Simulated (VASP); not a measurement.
GdS3H3 (Gd(SH)3), 7 atoms in the cell. The cell holds a molecule in a box, 7 atoms: a = 14.090 Å, b = 14.360 Å, c = 9.240 Å, α = 90.00°, β = 90.00°, γ = 90.00°. 

```yaml
Program: VASP 6.6.1
Task: single point
Functional: PBE
Potentials_or_basis: VASP PAW PBE potentials, release 64 (Gd, S, H)
Cutoff: 520 eV
k_mesh: 1 × 1 × 1
Occupations: gaussian, width 0.01 eV
Spin: collinear spin, ferromagnetic start
Starting_moments: "[7.0, 0.0, 0.0, 0.0, 0.0, 0.0, 0.0] μB"
Dipole_correction: no
Further_INCAR_settings: ALGO = Normal; EDIFF = 1e-06; NBANDS = 32
```

Potentials or basis: VASP PAW PBE potentials, release 64 (Gd, S, H).

Run with:

```console
$ cat potpaw_PBE.64/Gd/POTCAR potpaw_PBE.64/S/POTCAR potpaw_PBE.64/H/POTCAR > POTCAR
$ mpirun -np 1 vasp_gam > vasp.out
```

Hardware: 1 thread of AMD EPYC 7R13 Processor (Zen 3) (shared host).

Question: How long does it take, and how much memory?

Answer: Wall time 14 min on 1 thread of AMD EPYC 7R13 Processor (Zen 3), with other jobs on the host, peak memory 2 GiB. Counts: scf iterations 41, k points 1.
